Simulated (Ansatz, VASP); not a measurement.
**SiC: VASP beside Ansatz**

```
CELL_PARAMETERS angstrom
0.00000 2.01387 2.01387
2.01387 0.00000 2.01387
2.01387 2.01387 0.00000
ATOMIC_POSITIONS crystal
Si 0.00000 0.00000 0.00000
C 0.50000 0.50000 0.50000
```

Alike in both runs: task single point; functional PBE-based screened hybrid; k mesh 6 × 6 × 6; occupations fermi-dirac, width 0.02 eV; no spin polarisation.

|  | VASP | Ansatz |
| --- | --- | --- |
| version | VASP 6.6.1 | Ansatz 0.2.0 |
| potentials or method | VASP PAW PBE potentials, release 64 (Si, C) | plane waves |
| plane-wave cutoff (eV) | 520 | 420 |
| valence electrons in the cell | 8 | 8 |

```csv
,VASP,Ansatz,Ansatz less VASP
pressure (GPa),2.0,2.0,-0.02
```

VASP's potentials were made for PBE, not for PBE-based screened hybrid. With one functional, cell and mesh, what is left measures potentials, basis and numerics. Ansatz's warnings: filled band counts differ across k points, stress exchange threshold loose, stress scf threshold loose.

The k mesh is coarse, so the values compare programs but aren't converged.
